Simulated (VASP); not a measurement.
# AlNi (Pm-3m) in VASP: further runs, part 2 of 2

VASP 6.6.1.

### Step 3. Single point, r2SCAN

This run uses another cell than the first one, of 11.74 Å³/atom, 0.982 times its volume.

Contents of POSCAR:

```
AlNi
1.0
    2.8631569681      0.0000000000      0.0000000000
    0.0000000000      2.8631569681      0.0000000000
    0.0000000000      0.0000000000      2.8631569681
Al Ni
1 1
Direct
    0.0000000000      0.0000000000      0.0000000000
    0.5000000000      0.5000000000      0.5000000000
```

Contents of INCAR.step1:

```
PREC     = Accurate       # precision mode
ENCUT    = 520            # plane-wave cutoff, eV
ISMEAR   = 0              # smearing method
SIGMA    = 0.1            # smearing width, eV
LREAL    = F              # projectors in reciprocal space
LASPH    = T              # aspherical terms in the spheres
NELM     = 100            # most SCF steps
NBANDS   = 14             # bands
GGA      = PE             # functional
ALGO     = Normal         # electronic algorithm
EDIFF    = 1E-4           # SCF threshold, eV
LWAVE    = T              # write WAVECAR
LCHARG   = F              # write CHGCAR
```

Contents of INCAR.step2:

```
PREC     = Accurate       # precision mode
ENCUT    = 520            # plane-wave cutoff, eV
EDIFF    = 1E-6           # SCF threshold, eV
ISMEAR   = 0              # smearing method
SIGMA    = 0.1            # smearing width, eV
LREAL    = F              # projectors in reciprocal space
LASPH    = T              # aspherical terms in the spheres
NELM     = 100            # most SCF steps
ALGO     = Normal         # electronic algorithm
ISIF     = 2              # what is computed and relaxed
LWAVE    = F              # write WAVECAR
LCHARG   = T              # write CHGCAR
METAGGA  = R2SCAN         # meta-GGA
LMIXTAU  = T            
LELF     = T              # ELF
LVHAR    = T            
NBANDS   = 14             # bands
ISTART   = 1
```

Contents of KPOINTS:

```
Automatic mesh
0
Gamma
  14 14 14
```

Potentials or basis: VASP PAW PBE potentials, release 64 (Al, Ni).

Run with:

```
> cat potpaw_PBE.64/Al/POTCAR potpaw_PBE.64/Ni/POTCAR > POTCAR
> cp INCAR.step1 INCAR
> mpirun -np 1 vasp_std > vasp.out
> cp INCAR.step2 INCAR
> mpirun -np 1 vasp_std > vasp.out
```

OUTCAR:

```text
PREC = Accurate
   ENCUT = 520
   EDIFF = 1E-6
   ISMEAR = 0
   LREAL = F
   LASPH = T
   NELM = 100
   ISIF = 2
   METAGGA = R2SCAN
   ISTART = 1

 ion  position               nearest neighbor table
   1  0.000  0.000  0.000-   2 2.48   2 2.48   2 2.48   2 2.48   2 2.48   2 2.48   2 2.48   2 2.48

   2  0.500  0.500  0.500-   1 2.48   1 2.48   1 2.48   1 2.48   1 2.48   1 2.48   1 2.48   1 2.48

  LATTYP: Found a simple cubic cell.
 ALAT       =     2.8631569681

[... 596 lines left out ...]
 [... further k-points ...]

------------------------ aborting loop because EDIFF is reached ----------------------------------------

  FORCE on cell =-STRESS in cart. coord.  units (eV):
  Direction    XX          YY          ZZ          XY          YZ          ZX
  --------------------------------------------------------------------------------------
  -------------------------------------------------------------------------------------
  Total       -0.0250490     -0.0250490     -0.0250490      0.0000000     -0.0000000      0.0000000
  in kB       -1.7098794     -1.7098794     -1.7098794      0.0000000     -0.0000000      0.0000000
  external PRESSURE =      -1.7098794 kB  Pullay stress =       0.0000000 kB

 VOLUME and BASIS-vectors are now :
 -----------------------------------------------------------------------------
  energy-cutoff  :      520.00
  volume of cell :       23.47
      direct lattice vectors                 reciprocal lattice vectors
     2.863156968  0.000000000  0.000000000     0.349264819  0.000000000  0.000000000
     0.000000000  2.863156968  0.000000000     0.000000000  0.349264819  0.000000000
     0.000000000  0.000000000  2.863156968     0.000000000  0.000000000  0.349264819

 POSITION                                       TOTAL-FORCE (eV/Angst)
 -----------------------------------------------------------------------------------
      0.00000      0.00000      0.00000         0.000000      0.000000      0.000000
      1.43158      1.43158      1.43158         0.000000      0.000000      0.000000
 -----------------------------------------------------------------------------------
    total drift:                                0.000000      0.000000     -0.000000

  FREE ENERGIE OF THE ION-ELECTRON SYSTEM (eV)
  ---------------------------------------------------
  free  energy   TOTEN  =       -20.0686748601 eV

  energy  without entropy=      -20.0635768876  energy(sigma->0) =      -20.06612587
```

OUTCAR.step1:

```text
PREC = Accurate
   ENCUT = 520
   ISMEAR = 0
   LREAL = F
   LASPH = T
[... 630 lines left out ...]
 -----------------------------------------------------------------------------------
      0.00000      0.00000      0.00000         0.000000      0.000000      0.000000
      1.43158      1.43158      1.43158         0.000000      0.000000      0.000000
 -----------------------------------------------------------------------------------
    total drift:                                0.000000      0.000000     -0.000000

  FREE ENERGIE OF THE ION-ELECTRON SYSTEM (eV)
  ---------------------------------------------------
  free  energy   TOTEN  =       -10.5274240515 eV

  energy  without entropy=      -10.5223491369  energy(sigma->0) =      -10.52488659
```

It took 40 s on 1 thread of Intel Xeon 6975P-C (Granite Rapids), shared host; peak memory 0.17 GiB.

Results:

```
Free energy : -20.0687 eV
Pressure    : -0.2 GPa
```

Levels at points of the mesh, in eV from the Fermi level:
| k point | band 3 | band 4 | band 5 | band 6 | band 7 | band 8 | band 9 | band 10 | band 11 | band 12 |
| --- | --- | --- | --- | --- | --- | --- | --- | --- | --- | --- |
| (0.00, 0.00, 0.00) | -3.41 | -1.61 | -1.61 | -1.61 | 6.01 | 6.01 | 6.01 | 8.49 | 8.49 | 15.41 |
| (0.50, 0.00, 0.00) | -2.88 | -2.36 | -2.36 | -1.52 | -0.63 | 8.70 | 10.68 | 10.68 | 11.84 | 11.84 |
| (0.50, 0.50, 0.00) | -3.12 | -3.12 | -2.18 | -2.18 | -1.02 | 1.65 | 2.83 | 13.53 | 16.00 | 16.00 |
| (0.50, 0.50, 0.50) | -4.36 | -0.99 | -0.99 | 2.05 | 2.05 | 2.05 | 4.67 | 4.75 | 4.75 | 4.75 |

Caveat: the PAW data sets were made with another functional, which shifts forces and pressure a little.

### Step 4. Single point, r2SCAN

This run uses another cell than the first one, of 11.75 Å³/atom, 0.983 times its volume.

Contents of POSCAR:

```
AlNi
1.0
    2.8642099169      0.0000000000      0.0000000000
    0.0000000000      2.8642099169      0.0000000000
    0.0000000000      0.0000000000      2.8642099169
Al Ni
1 1
Direct
    0.0000000000      0.0000000000      0.0000000000
    0.5000000000      0.5000000000      0.5000000000
```

Contents of INCAR.step1:

```
ALGO     = Normal         # electronic algorithm
EDIFF    = 1E-4           # SCF threshold, eV
ENCUT    = 520            # plane-wave cutoff, eV
GGA      = PE             # functional
ISMEAR   = -1             # smearing method
LASPH    = T              # aspherical terms in the spheres
LCHARG   = F              # write CHGCAR
LREAL    = F              # projectors in reciprocal space
LWAVE    = T              # write WAVECAR
NBANDS   = 14             # bands
NELM     = 80             # most SCF steps
PREC     = Accurate       # precision mode
SIGMA    = 0.15           # smearing width, eV
```

Contents of INCAR.step2:

```
ALGO     = Normal         # electronic algorithm
EDIFF    = 1E-7           # SCF threshold, eV
ENCUT    = 520            # plane-wave cutoff, eV
ISIF     = 2              # what is computed and relaxed
ISMEAR   = -1             # smearing method
ISTART   = 1            
LASPH    = T              # aspherical terms in the spheres
LCHARG   = F              # write CHGCAR
LMIXTAU  = T            
LREAL    = F              # projectors in reciprocal space
LWAVE    = F              # write WAVECAR
METAGGA  = R2SCAN         # meta-GGA
NBANDS   = 14             # bands
NELM     = 80             # most SCF steps
PREC     = Accurate       # precision mode
SIGMA    = 0.15           # smearing width, eV
```

Contents of KPOINTS:

```
k-points
0
Gamma
  14 14 14
```

Run with:

```
> cat potpaw_PBE.64/Al/POTCAR potpaw_PBE.64/Ni/POTCAR > POTCAR
> cp INCAR.step1 INCAR
> mpirun -np 1 vasp_std > vasp.out
> cp INCAR.step2 INCAR
> mpirun -np 1 vasp_std > vasp.out
```

Wall time 43 s (1 thread of Intel Xeon 6975P-C (Granite Rapids), shared host); peak memory 0.17 GiB.

Results (log left out):

```
Free energy : -20.0982 eV
Pressure    : -0.2 GPa
```

Levels at points of the mesh, in eV from the Fermi level:
| k point | band 5 | band 6 | band 7 | band 8 | band 9 | band 10 |
| --- | --- | --- | --- | --- | --- | --- |
| (0.00, 0.00, 0.00) | -1.67 | -1.67 | 5.95 | 5.95 | 5.95 | 8.43 |
| (0.50, 0.00, 0.00) | -2.41 | -1.58 | -0.68 | 8.65 | 10.63 | 10.63 |
| (0.50, 0.50, 0.00) | -2.24 | -2.24 | -1.08 | 1.60 | 2.77 | 13.47 |
| (0.50, 0.50, 0.50) | -1.05 | 2.00 | 2.00 | 2.00 | 4.62 | 4.69 |

Caveat: the PAW data sets were made with another functional, which shifts forces and pressure a little.

### Step 5. Overview

| cell | k mesh | smearing | gap on the mesh (eV) | pressure (GPa) |
| --- | --- | --- | --- | --- |
| a = 2.881 Å, 2 atoms | 6 × 6 × 6 | gaussian 0.1 eV | none | -3.1 |
| a = 2.863 Å, 2 atoms | 14 × 14 × 14 | gaussian 0.1 eV | none | -0.2 |
| a = 2.864 Å, 2 atoms | 14 × 14 × 14 | fermi-dirac 0.15 eV | none | -0.2 |

Alike in all rows: task single point; level r2SCAN; potentials or basis VASP PAW PBE potentials, release 64 (Al, Ni); no spin polarisation; cutoff (eV) 520.

Caveats: some runs use coarse meshes; the PAW data sets were made with another functional, which shifts forces and pressure a little.

Total energies depend on the potentials used, so only differences within one code and one set of settings carry meaning.
